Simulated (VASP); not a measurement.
# HfB (Fm-3m) in VASP: further runs

The runs below take HfB through electric field gradients, with LDA.

All numbers are computed with VASP 6.6.1; they aren't measurements. Logs are shortened: lines on timing, memory, paths and dates and some standing lists are left out, and cuts for length are marked.

## (1) The cell of the first run

It takes space group Fm-3m (No. 225, cubic). Conventional cell: a = 4.651 Å, b = 4.651 Å, c = 4.651 Å, α = 90.00°, β = 90.00°, γ = 90.00°. Within 3.1 Å of Hf (site symmetry m-3m) lie 6 B at 2.33 Å. Within 3.1 Å of B (site symmetry m-3m) lie 6 Hf at 2.33 Å.

## (2) Electric field gradients, LDA (12.57 Å³/atom)

INCAR reads:

```
SYSTEM = HfB
PREC = Accurate
ENCUT = 520
EDIFF = 1E-8
ISMEAR = -1
SIGMA = 0.05
LREAL = .False.
LASPH = .True.
NELM = 60
ALGO = Normal
ISIF = 2
LWAVE = .False.
LCHARG = .False.
LEFG = .True.
NBANDS = 14
```

KPOINTS reads:

```
Automatic mesh
0
Gamma
  15 15 15
  0 0 0
```

POSCAR reads:

```
HfB
1.0
    0.0000000000      2.3252984591      2.3252984591
    2.3252984591      0.0000000000      2.3252984591
    2.3252984591      2.3252984591      0.0000000000
Hf B
1 1
Direct
    0.5000000000      0.5000000000      0.5000000000
    0.0000000000      0.0000000000      0.0000000000
```

Potentials or basis: VASP PAW LDA potentials, release 64 (Hf_pv, B).

Command:

```bash
$ cat potpaw_LDA.64/Hf_pv/POTCAR potpaw_LDA.64/B/POTCAR > POTCAR
$ mpirun -np 1 vasp_std > vasp.out
```

OUTCAR:

```text
SYSTEM = HfB
   PREC = Accurate
   ENCUT = 520
   EDIFF = 1E-8
   ISMEAR = -1
   LREAL = .False.
   LASPH = .True.
   NELM = 60
   ISIF = 2

 ion  position               nearest neighbor table
   1  0.500  0.500  0.500-   2 2.33   2 2.33   2 2.33   2 2.33   2 2.33   2 2.33
   2  0.000  0.000  0.000-   1 2.33   1 2.33   1 2.33   1 2.33   1 2.33   1 2.33

  LATTYP: Found a face centered cubic cell.
 ALAT       =     4.6505969182

  Lattice vectors:

 A1 = (   0.0000000000,   2.3252984591,   2.3252984591)
 A2 = (   2.3252984591,   0.0000000000,   2.3252984591)
 A3 = (   2.3252984591,   2.3252984591,   0.0000000000)

Analysis of symmetry for initial positions (statically):
=====================================================================
 Subroutine PRICEL returns:
 Original cell was already a primitive cell.

 Routine SETGRP: Setting up the symmetry group for a
 face centered cubic supercell.

 Subroutine GETGRP returns: Found 48 space group operations
 (whereof 48 operations were pure point group operations)
 out of a pool of 48 trial point group operations.

The static configuration has the point symmetry O_h .

Analysis of symmetry for dynamics (positions and initial velocities):
=====================================================================
 Subroutine PRICEL returns:
 Original cell was already a primitive cell.

 Routine SETGRP: Setting up the symmetry group for a
 face centered cubic supercell.

 Subroutine GETGRP returns: Found 48 space group operations
 (whereof 48 operations were pure point group operations)
 out of a pool of 48 trial point group operations.

The dynamic configuration has the point symmetry O_h .

 Subroutine INISYM returns: Found 48 space group operations
 (whereof 48 operations are pure point group operations),
 and found     1 'primitive' translations

----------------------------------------------------------------------------------------

                                     Primitive cell

  volume of cell :      25.1458

  direct lattice vectors                    reciprocal lattice vectors
     0.000000000  2.325298459  2.325298459    -0.215026161  0.215026161  0.215026161
     2.325298459  0.000000000  2.325298459     0.215026161 -0.215026161  0.215026161
     2.325298459  2.325298459  0.000000000     0.215026161  0.215026161 -0.215026161

  length of vectors
     3.288468617  3.288468617  3.288468617     0.372436235  0.372436235  0.372436235

  position of ions in fractional coordinates (direct lattice)
     0.500000000  0.500000000  0.500000000
     0.000000000  0.000000000  0.000000000

  ion indices of the primitive-cell ions
   primitive index   ion index
                 1           1
                 2           2

----------------------------------------------------------------------------------------

 KPOINTS: Automatic mesh

Automatic generation of k-mesh.
 Grid dimensions read from file:
 generate k-points for:   15   15   15

 Generating k-lattice:

  Cartesian coordinates                     Fractional coordinates (reciprocal lattice)
    -0.014335077  0.014335077  0.014335077     0.066666667  0.000000000  0.000000000
     0.014335077 -0.014335077  0.014335077     0.000000000  0.066666667  0.000000000
     0.014335077  0.014335077 -0.014335077     0.000000000  0.000000000  0.066666667

  Length of vectors
     0.024829082  0.024829082  0.024829082

  Shift w.r.t. Gamma in fractional coordinates (k-lattice)
     0.000000000  0.000000000  0.000000000

 Subroutine IBZKPT returns following result:
 ===========================================

 Found    120 irreducible k-points:

 Following reciprocal coordinates:
            Coordinates               Weight
  0.000000  0.000000  0.000000      1.000000
  0.066667  0.000000  0.000000      8.000000
  0.133333  0.000000  0.000000      8.000000
  0.200000  0.000000  0.000000      8.000000
  0.266667  0.000000  0.000000      8.000000
  0.333333  0.000000  0.000000      8.000000
[... 16 lines left out ...]
  0.133333  0.133333  0.000000      6.000000
  0.200000  0.133333  0.000000     24.000000
 [... further k-points ...]
   k-points           NKPTS =    120   k-points in BZ     NKDIM =    120   number of bands    NBANDS=     14
   number of dos      NEDOS =    301   number of ions     NIONS =      2
   total plane-waves  NPLWV =  13824
   dimension x,y,z NGX =    24 NGY =   24 NGZ =   24
   dimension x,y,z NGXF=    48 NGYF=   48 NGZF=   48
   ions per type =               1   1
   NGX,Y,Z   is equivalent  to a cutoff of  12.13, 12.13, 12.13 a.u.
   NGXF,Y,Z  is equivalent  to a cutoff of  24.27, 24.27, 24.27 a.u.
 SYSTEM =  HfB
   PREC   = accura    normal or accurate (medium, high low for compatibility)
   ISTART =      0    job   : 0-new  1-cont  2-samecut
   ICHARG =      2    charge: 1-file 2-atom 10-const
   ISPIN  =      1    spin polarized calculation?
   LNONCOLLINEAR =      F non collinear calculations
   LSORBIT =      F    spin-orbit coupling
   LASPH  =      T    aspherical Exc in radial PAW
   ENCUT  =  520.0 eV  38.22 Ry    6.18 a.u.   6.11  6.11  6.11*2*pi/ulx,y,z
   NELM   =     60;   NELMIN=  2; NELMDL= -5     # of ELM steps
   EDIFF  = 0.1E-07   stopping-criterion for ELM
   LREAL  =      F    real-space projection
   EDIFFG = 0.1E-06   stopping-criterion for IOM
   NSW    =      0    number of steps for IOM
   IBRION =     -1    ionic relax: 0-MD 1-quasi-New 2-CG
   NFREE  =      0    steps in history (QN), initial steepest desc. (CG)
   ISIF   =      2    stress and relaxation
   ISYM   =      2    0-nonsym 1-usesym 2-fastsym
   POTIM  = 0.5000    time-step for ionic-motion
   TEBEG  =    0.0;   TEEND  =   0.0 temperature during run
   PSTRESS=    0.0 pullay stress
   NELECT =      13.0000    total number of electrons
   NUPDOWN=      -1.0000    fix difference up-down
   EMIN   =  10.00;   EMAX   =-10.00  energy-range for DOS
   EFERMI =   0.00;   METHOD = LEGACY
   ISMEAR =    -1;   SIGMA  =   0.05  broadening in eV -4-tet -1-fermi 0-gaus
   EFERMI_NEDOS =   21; number of points for ismear=-14 and -15
   IALGO  =     38    algorithm
   IMIX   =      4    mixing-type and parameters
     AMIX     =   0.40;   BMIX     =  1.00
     AMIX_MAG =   1.60;   BMIX_MAG =  1.00
  volume/ion in A,a.u.               =      12.57        84.85
  Fermi-wavevector in a.u.,A,eV,Ry     =   1.313915  2.482939 23.488723  1.726372
  Thomas-Fermi vector in A             =   2.444204
   LORBIT       =      0    0 simple, 1 ext, 2 COOP (PROOUT), +10 PAW based schemes
   GGA     = CA    functional components
   LHFCALC =     F    Hartree Fock is set to
   AEXX    =    0.0000 exact exchange contribution
   IVDW    =     0    specifies the selected vdW correction
   LEPSILON=     F    determine dielectric tensor
   LRPA    =     F    only Hartree local field effects (RPA)
 non-spin polarized calculation
  energy-cutoff  :      520.00
  volume of cell :       25.15
 maximum number of plane-waves:       690
   NGX = 13   NGY = 13   NGZ = 13

 number of electron      13.0000000 magnetization

 Free energy of the ion-electron system (eV)
  ---------------------------------------------------
  ext. energy  EPLUGINS =         0.00000000
  ---------------------------------------------------
  free energy    TOTEN  =       -18.92998018 eV

  energy without entropy =      -18.92199455  energy(sigma->0) =      -18.92598737

 E-fermi :   4.9736     XC(G=0): -12.3599

 val. band max:        4.9476367555   @ k =  -0.1333   0.2000   0.0667
 cond. band min:       4.9863457389   @ k =   0.2667   0.2667   0.0000
 fundamental gap:      0.0387089835
 Fermi energy:         4.9735681108

 k-point     1 :       0.0000    0.0000    0.0000
  band No.  band energies     occupation
      1     -23.3101      2.00000
      2     -23.3101      2.00000
      3     -23.3101      2.00000
      4      -4.4136      2.00000
      5       7.0556      0.00000
      6       7.0556      0.00000
      7       7.0556      0.00000
      8       8.8689      0.00000
      9       8.8689      0.00000
     10       8.8689      0.00000
     11       9.0431      0.00000
     12       9.0431      0.00000
     13      16.6408      0.00000
     14      17.7733      0.00000
[... 377 lines left out ...]
      1     -23.5066      2.00000
      2     -23.3716      2.00000
      3     -23.3641      2.00000
      4      -3.3509      2.00000
      5       4.5015      1.99984
      6       5.6111      0.00001
      7       6.2872      0.00000
      8       6.8791      0.00000
      9       9.3277      0.00000
     10      10.6712      0.00000
     11      11.2648      0.00000
     12      13.9806      0.00000
     13      18.9681      0.00000
     14      19.1107      0.00000

 [... further k-points ...]

------------------------ aborting loop because EDIFF is reached ----------------------------------------

  FORCE on cell =-STRESS in cart. coord.  units (eV):
  Direction    XX          YY          ZZ          XY          YZ          ZX
  --------------------------------------------------------------------------------------
  -------------------------------------------------------------------------------------
  Total        2.3423699      2.3423699      2.3423699      0.0000000      0.0000000     -0.0000000
  in kB      149.2450582    149.2450582    149.2450582      0.0000000      0.0000000     -0.0000000
  external PRESSURE =     149.2450582 kB  Pullay stress =       0.0000000 kB

 VOLUME and BASIS-vectors are now :
 -----------------------------------------------------------------------------
  energy-cutoff  :      520.00
  volume of cell :       25.15
      direct lattice vectors                 reciprocal lattice vectors
     0.000000000  2.325298459  2.325298459    -0.215026161  0.215026161  0.215026161
     2.325298459  0.000000000  2.325298459     0.215026161 -0.215026161  0.215026161
     2.325298459  2.325298459  0.000000000     0.215026161  0.215026161 -0.215026161

 POSITION                                       TOTAL-FORCE (eV/Angst)
 -----------------------------------------------------------------------------------
      2.32530      2.32530      2.32530         0.000000      0.000000      0.000000
      0.00000      0.00000      0.00000        -0.000000     -0.000000     -0.000000
 -----------------------------------------------------------------------------------
    total drift:                               -0.000000     -0.000000      0.000000

  FREE ENERGIE OF THE ION-ELECTRON SYSTEM (eV)
  ---------------------------------------------------
  free  energy   TOTEN  =       -18.9299801802 eV

  energy  without entropy=      -18.9219945523  energy(sigma->0) =      -18.92598737

 Electric field gradients (V/A^2)
---------------------------------------------------------------------
 ion       V_xx      V_yy      V_zz      V_xy      V_xz      V_yz
---------------------------------------------------------------------
   1      -0.000     0.000     0.000     0.000     0.000     0.000
   2       0.000    -0.000    -0.000     0.000     0.000     0.000
---------------------------------------------------------------------

 Electric field gradients after diagonalization (V/A^2)
 (convention: |V_zz| > |V_xx| > |V_yy|)
----------------------------------------------------------------------
 ion       V_xx      V_yy      V_zz     asymmetry (V_yy - V_xx)/ V_zz
----------------------------------------------------------------------
   1      -0.000    -0.000     0.000       0.000
   2      -0.000    -0.000     0.000       0.000
----------------------------------------------------------------------

           NMR quadrupolar parameters

 Cq : quadrupolar parameter    Cq=e*Q*V_zz/h
 eta: asymmetry parameters     (V_yy - V_xx)/ V_zz
 Q  : nuclear electric quadrupole moment in mb (millibarn)
----------------------------------------------------------------------
 ion       Cq(MHz)       eta       Q (mb)
----------------------------------------------------------------------
   1       0.000       0.000       1.000
   2       0.000       0.000       1.000
----------------------------------------------------------------------
```

It took 22 s on 1 thread of Intel Xeon Platinum 8375C at 2.90GHz (Ice Lake), shared host; peak memory 0.16 GiB.

Results:

```
Free energy                             : -18.9300 eV
Pressure                                : 14.9 GPa
Band gap on the k mesh                  : zero (an odd number of electrons rules out a gap without spin polarisation)
Largest electric field gradient by atom : zero within the noise of the run
```

Caveat: the cell stands under pressure; spin-orbit coupling is left out, which moves the levels of the heavy elements.

(Continued in part 2 of 2.)
